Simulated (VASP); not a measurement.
A run of VASP 6.6.1:

INCAR

```
SYSTEM = Ni3Pt
ALGO = Normal
EDIFF = 1E-6
ENCUT = 520
GGA = CA
ISIF = 2
ISMEAR = -1
ISPIN = 2
LASPH = .True.
LCHARG = .True.
LELF = .True.
LMAXMIX = 4
LORBIT = 11
LREAL = .False.
LVHAR = .True.
LWAVE = .False.
MAGMOM = 1.5 1.5 1.5 0.6
NBANDS = 32
NELM = 150
PREC = Accurate
SIGMA = 0.05
```

KPOINTS

```
k-points
0
Gamma
  9 9 9
  0 0 0
```

File POSCAR:

```
Ni3Pt
1.0
    3.6956547748      0.0000000000      0.0000000000
    0.0000000000      3.6956547748      0.0000000000
    0.0000000000      0.0000000000      3.6956547748
Ni Pt
3 1
Direct
    0.5000000000      0.0000000000      0.5000000000
    0.0000000000      0.5000000000      0.5000000000
    0.5000000000      0.5000000000      0.0000000000
    0.0000000000      0.0000000000      0.0000000000
```

Potentials or basis: VASP PAW LDA potentials, release 64 (Ni, Pt).

Launch:

```bash
$ cat potpaw_LDA.64/Ni/POTCAR potpaw_LDA.64/Pt/POTCAR > POTCAR
$ mpirun -np 1 vasp_std > vasp.out
```

Hardware: 1 thread of Intel(R) Xeon(R) Platinum 8259CL CPU @ 2.50GHz (Skylake/Cascade Lake), on a shared host.

Problem. How long does it take, and how much memory?

Solution. Wall time 80 s on 1 thread of Intel(R) Xeon(R) Platinum 8259CL CPU @ 2.50GHz (Skylake/Cascade Lake) (shared host), peak memory 0.2 GiB. Counts: scf iterations 15, k points 35.
